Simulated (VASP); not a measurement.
# MgB2 (P6/mmm) in VASP: notebook

Runs on MgB2. Level: PBE. Tasks: single point.

Program: VASP 6.6.1. These are calculated values, not measurements. Logs are shortened: lines on timing, memory, paths and dates and some standing lists are left out, and cuts for length are marked.

## (1) The cell of the first run

Symmetry: P6/mmm, No. 191, hexagonal system. Conventional cell: a = 3.165 Å, b = 3.165 Å, c = 3.468 Å, α = 90.00°, β = 90.00°, γ = 120.00°. Within 3.3 Å of Mg (site symmetry 6/mmm) lie 12 B at 2.52 Å and 6 Mg at 3.16 Å. Within 2.4 Å of B (site symmetry -6m2) lie 3 B at 1.83 Å.

## (2) Single point, PBE (biaxial strain in the a-b plane: +3.0 %)

INCAR

```
  PREC = Accurate
  ENCUT = 520
  EDIFF = 1E-6
  ISMEAR = 0
  SIGMA = 0.1
  LREAL = False
  LASPH = True
  NELM = 100
  ALGO = Normal
  ISIF = 2
  LWAVE = False
  LCHARG = False
  GGA = PE
  NBANDS = 11
```

KPOINTS

```
Automatic mesh
0
Gamma
  15 15 12
```

POSCAR

```
MgB2
1.0
    3.1649498627      0.0000000000      0.0000000000
   -1.5824749313      2.7409269828      0.0000000000
    0.0000000000      0.0000000000      3.4682571166
Mg B
1 2
Direct
    0.0000000000      0.0000000000      0.0000000000
    0.6666666667      0.3333333333      0.5000000000
    0.3333333333      0.6666666667      0.5000000000
```

Potentials or basis: VASP PAW PBE potentials, release 64 (Mg, B).

Run with:

```
$ cat potpaw_PBE.64/Mg/POTCAR potpaw_PBE.64/B/POTCAR > POTCAR
$ mpirun -np 1 vasp_std > vasp.out
```

OUTCAR:

```text
PREC = Accurate
   ENCUT = 520
   EDIFF = 1E-6
   ISMEAR = 0
   LREAL = False
   LASPH = True
   NELM = 100
   ISIF = 2
   GGA = PE

 ion  position               nearest neighbor table
   1  0.000  0.000  0.000-   2 2.52   3 2.52   2 2.52   3 2.52   3 2.52   3 2.52   2 2.52   2 2.52
                             2 2.52   2 2.52   3 2.52   3 2.52
   2  0.667  0.333  0.500-   3 1.83   3 1.83   3 1.83   1 2.52   1 2.52   1 2.52   1 2.52   1 2.52
                             1 2.52
   3  0.333  0.667  0.500-   2 1.83   2 1.83   2 1.83   1 2.52   1 2.52   1 2.52   1 2.52   1 2.52
                             1 2.52

  LATTYP: Found a hexagonal cell.
 ALAT       =     3.1649498627
 C/A-ratio  =     1.0958331939

  Lattice vectors:

 A1 = (   3.1649498627,   0.0000000000,   0.0000000000)
 A2 = (  -1.5824749313,   2.7409269828,   0.0000000000)
 A3 = (   0.0000000000,   0.0000000000,   3.4682571166)

Analysis of symmetry for initial positions (statically):
=====================================================================
 Subroutine PRICEL returns:
 Original cell was already a primitive cell.

 Routine SETGRP: Setting up the symmetry group for a
 hexagonal supercell.

 Subroutine GETGRP returns: Found 24 space group operations
 (whereof 24 operations were pure point group operations)
 out of a pool of 24 trial point group operations.

The static configuration has the point symmetry D_6h.

Analysis of symmetry for dynamics (positions and initial velocities):
=====================================================================
 Subroutine PRICEL returns:
 Original cell was already a primitive cell.

 Routine SETGRP: Setting up the symmetry group for a
 hexagonal supercell.

 Subroutine GETGRP returns: Found 24 space group operations
 (whereof 24 operations were pure point group operations)
 out of a pool of 24 trial point group operations.

The dynamic configuration has the point symmetry D_6h.

 Subroutine INISYM returns: Found 24 space group operations
 (whereof 24 operations are pure point group operations),
 and found     1 'primitive' translations

----------------------------------------------------------------------------------------

                                     Primitive cell

  volume of cell :      30.0868

  direct lattice vectors                    reciprocal lattice vectors
     3.164949863  0.000000000  0.000000000     0.315960771  0.182420036  0.000000000
    -1.582474931  2.740926983  0.000000000     0.000000000  0.364840073  0.000000000
     0.000000000  0.000000000  3.468257117     0.000000000  0.000000000  0.288329258
[... 92 lines left out ...]
   ISIF   =      2    stress and relaxation
   ISYM   =      2    0-nonsym 1-usesym 2-fastsym
   POTIM  = 0.5000    time-step for ionic-motion
   TEBEG  =    0.0;   TEEND  =   0.0 temperature during run
   PSTRESS=    0.0 pullay stress
   NELECT =       8.0000    total number of electrons
   NUPDOWN=      -1.0000    fix difference up-down
   EMIN   =  10.00;   EMAX   =-10.00  energy-range for DOS
   EFERMI =   0.00;   METHOD = LEGACY
   ISMEAR =     0;   SIGMA  =   0.10  broadening in eV -4-tet -1-fermi 0-gaus
   EFERMI_NEDOS =   21; number of points for ismear=-14 and -15
   IALGO  =     38    algorithm
   IMIX   =      4    mixing-type and parameters
     AMIX     =   0.40;   BMIX     =  1.00
     AMIX_MAG =   1.60;   BMIX_MAG =  1.00
  volume/ion in A,a.u.               =      10.03        67.68
  Fermi-wavevector in a.u.,A,eV,Ry     =   1.052720  1.989353 15.078247  1.108220
  Thomas-Fermi vector in A             =   2.187814
   LORBIT       =      0    0 simple, 1 ext, 2 COOP (PROOUT), +10 PAW based schemes
   GGA     = PE    functional components
   LHFCALC =     F    Hartree Fock is set to
   AEXX    =    0.0000 exact exchange contribution
   IVDW    =     0    specifies the selected vdW correction
   LEPSILON=     F    determine dielectric tensor
   LRPA    =     F    only Hartree local field effects (RPA)
 non-spin polarized calculation
 Gauss-broadening in eV      SIGMA  =   0.10
  energy-cutoff  :      520.00
  volume of cell :       30.09
 maximum number of plane-waves:       828
 NGX is ok and might be reduce to    24
   NGX = 11   NGY = 11   NGZ = 13

 number of electron       8.0000000 magnetization

 Free energy of the ion-electron system (eV)
  ---------------------------------------------------
  ext. energy  EPLUGINS =         0.00000000
  ---------------------------------------------------
  free energy    TOTEN  =       -15.25540440 eV

  energy without entropy =      -15.25121622  energy(sigma->0) =      -15.25331031

 E-fermi :   4.9935     XC(G=0): -10.7876

 val. band max:        4.9934055196   @ k =   0.0667  -0.0000   0.0833
 cond. band min:       5.0130975237   @ k =   0.3333   0.2000   0.3333
 fundamental gap:      0.0196920041
 Fermi energy:         4.9935410692

 k-point     1 :       0.0000    0.0000    0.0000
  band No.  band energies     occupation
      1      -7.1711      2.00000
      2       2.5677      2.00000
      3       5.1455      0.03162
      4       5.1455      0.03162
      5       7.2474      0.00000
      6      10.7374      0.00000
      7      10.7374      0.00000
      8      12.0432      0.00000
      9      14.3954      0.00000
     10      16.7588      0.00000
     11      20.9911      0.00000
[... 309 lines left out ...]
 k-point    24 :       0.4000    0.2000    0.0000
  band No.  band energies     occupation
      1      -3.0633      2.00000
      2      -2.3226      2.00000
      3       0.5711      2.00000
      4       6.0317      0.00000
      5       7.8678      0.00000
      6      10.8499      0.00000
      7      10.9892      0.00000
      8      12.7943      0.00000
      9      14.6869      0.00000
     10      16.5542      0.00000
     11      17.6230      0.00000

 [... further k-points ...]
[... 5 lines left out ...]
  --------------------------------------------------------------------------------------
  -------------------------------------------------------------------------------------
  Total       -2.2699721     -2.2699721      0.2208589     -0.0000000     -0.0000000      0.0000000
  in kB     -120.8802948   -120.8802948     11.7611541     -0.0000000     -0.0000000      0.0000000
  external PRESSURE =     -76.6664785 kB  Pullay stress =       0.0000000 kB

 VOLUME and BASIS-vectors are now :
 -----------------------------------------------------------------------------
  energy-cutoff  :      520.00
  volume of cell :       30.09
      direct lattice vectors                 reciprocal lattice vectors
     3.164949863  0.000000000  0.000000000     0.315960771  0.182420036  0.000000000
    -1.582474931  2.740926983  0.000000000     0.000000000  0.364840073  0.000000000
     0.000000000  0.000000000  3.468257117     0.000000000  0.000000000  0.288329258

 POSITION                                       TOTAL-FORCE (eV/Angst)
 -----------------------------------------------------------------------------------
      0.00000      0.00000      0.00000         0.000000      0.000000      0.000000
      1.58247      0.91364      1.73413         0.000000      0.000000      0.000000
     -0.00000      1.82728      1.73413        -0.000000     -0.000000      0.000000
 -----------------------------------------------------------------------------------
    total drift:                                0.000000     -0.000000      0.000000

  FREE ENERGIE OF THE ION-ELECTRON SYSTEM (eV)
  ---------------------------------------------------
  free  energy   TOTEN  =       -15.2554044026 eV

  energy  without entropy=      -15.2512162158  energy(sigma->0) =      -15.25331031
```

OSZICAR:

```text
N       E                     dE             d eps       ncg     rms          rms(c)
DAV:   1     0.447010444289E+01    0.44701E+01   -0.37533E+03  4390   0.607E+02
DAV:   2    -0.160135213553E+02   -0.20484E+02   -0.19189E+02  5403   0.104E+02
DAV:   3    -0.166473871199E+02   -0.63387E+00   -0.63039E+00  5483   0.149E+01
DAV:   4    -0.166491385085E+02   -0.17514E-02   -0.17512E-02  4812   0.840E-01
DAV:   5    -0.166491451025E+02   -0.65940E-05   -0.65945E-05  5207   0.553E-02    0.477E+00
DAV:   6    -0.154909338399E+02    0.11582E+01   -0.13319E+00  4691   0.544E+00    0.238E+00
DAV:   7    -0.152596691195E+02    0.23126E+00   -0.85781E-01  4906   0.433E+00    0.686E-01
DAV:   8    -0.152623773437E+02   -0.27082E-02   -0.77885E-02  4630   0.155E+00    0.367E-01
DAV:   9    -0.152554754850E+02    0.69019E-02   -0.14747E-02  4601   0.571E-01    0.635E-02
DAV:  10    -0.152554094534E+02    0.66032E-04   -0.93075E-04  5123   0.173E-01    0.243E-02
DAV:  11    -0.152554045255E+02    0.49280E-05   -0.40793E-05  4630   0.393E-02    0.265E-03
DAV:  12    -0.152554044026E+02    0.12290E-06   -0.18701E-06  4529   0.719E-03
   1 F= -.15255404E+02 E0= -.15253310E+02  d E =-.418819E-02
```

stdout:

```text
POSCAR found type information on POSCAR MgB
 POSCAR found :  2 types and       3 ions
 scaLAPACK will be used
 LDA part: xc-table for (Slater+PW92), standard interpolation
 POSCAR, INCAR and KPOINTS ok, starting setup
 FFT: planning ... GRIDC
 FFT: planning ... GRID_SOFT
 FFT: planning ... GRID
 WAVECAR not read
 entering main loop
```

It took 25 s on 1 thread of Intel Xeon 6975P-C (Granite Rapids), shared host; peak memory 0.19 GiB.

Results:

| Property | Result |
| --- | --- |
| Free energy | -15.2554 eV |
| Pressure | -7.7 GPa |
| Band gap on the k mesh | zero (band 4 reaches 6.98 eV, above the bottom of band 5 at 2.99 eV) |

Caveat: the cell differs from its parent crystal (biaxial strain in the a-b plane: +3.0 %).

## (3) Single point, PBE (biaxial strain in the a-b plane: +4.5 %)

INCAR

```
SYSTEM = MgB2
PREC = Accurate
ENCUT = 520
EDIFF = 1E-7
ISMEAR = 0
SIGMA = 0.1
LREAL = .FALSE.
LASPH = .TRUE.
NELM = 80
ALGO = Normal
ISIF = 2
LWAVE = .FALSE.
LCHARG = .FALSE.
GGA = PE
NBANDS = 11
```

KPOINTS

```
regular mesh
0
G
  15 15 12
  0 0 0
```

POSCAR

```
MgB2
1.0
    3.2110413655      0.0000000000      0.0000000000
   -1.6055206828      2.7808433952      0.0000000000
    0.0000000000      0.0000000000      3.4364706460
Mg B
1 2
Direct
    0.0000000000      0.0000000000      0.0000000000
    0.6666666667      0.3333333333      0.5000000000
    0.3333333333      0.6666666667      0.5000000000
```

Potentials or basis: VASP PAW PBE potentials, release 64 (Mg, B).

Run with:

```
$ cat potpaw_PBE.64/Mg/POTCAR potpaw_PBE.64/B/POTCAR > POTCAR
$ mpirun -np 1 vasp_std > vasp.out
```

It took 16 s on 1 thread of Intel Xeon 6975P-C (Granite Rapids), shared host; peak memory 0.19 GiB.

The run converged. Its results:

```
Free energy            : -15.1719 eV
Pressure               : -10.8 GPa
Band gap on the k mesh : zero (band 4 reaches 6.95 eV, above the bottom of band 5 at 2.85 eV)
```

Stress tensor (GPa, compression positive):
```
-17.29   0.00   0.00
  0.00 -17.29   0.00
  0.00   0.00   2.19
```

Levels at points of the mesh, in eV from the Fermi level:
| k point | band 2 | band 3 | band 4 | band 5 | band 6 | band 7 |
| --- | --- | --- | --- | --- | --- | --- |
| (0.00, 0.00, 0.00) | -2.13 | 0.04 | 0.04 | 2.60 | 5.44 | 5.44 |
| (0.00, 0.00, 0.50) | -6.95 | 0.51 | 0.51 | 5.92 | 5.92 | 6.93 |

Caveat: the cell differs from its parent crystal (biaxial strain in the a-b plane: +4.5 %).
